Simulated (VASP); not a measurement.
Here is a VASP 6.6.1 calculation.

The input INCAR:

```
SYSTEM = Ru
PREC = Accurate
ENCUT = 520
EDIFF = 1E-7
ISMEAR = -1
SIGMA = 0.05
LREAL = .False.
LASPH = .True.
NELM = 80
ALGO = Normal
ISIF = 2
LWAVE = .False.
LCHARG = .False.
GGA = VW
NBANDS = 21
```

Contents of KPOINTS:

```
Automatic mesh
0
Gamma
  11 11 6
  0 0 0
```

POSCAR

```
Ru
1.0
    2.7414067149      0.0000000000      0.0000000000
   -1.3707033574      2.3741278572      0.0000000000
    0.0000000000      0.0000000000      4.3382472512
Ru
2
Direct
    0.6666666667      0.3333333333      0.7500000000
    0.3333333333      0.6666666667      0.2500000000
```

Potentials or basis: VASP PAW PBE potentials, release 64 (Ru_pv).

Run with:

```bash
$ cat potpaw_PBE.64/Ru_pv/POTCAR > POTCAR
$ mpirun -np 1 vasp_std > vasp.out
```

Problem. Predict the band gap on the k mesh.

Solution. Zero (band 14 reaches 13.24 eV, above the bottom of band 15 at 10.34 eV).

Problem. Estimate the pressure.

Solution. -23.5 GPa.

Stress tensor (GPa, compression positive):
```
-22.97   0.00   0.00
  0.00 -22.97   0.00
  0.00   0.00 -24.54
```

Caveat: the PAW data sets were made with another functional, which shifts forces and pressure a little.
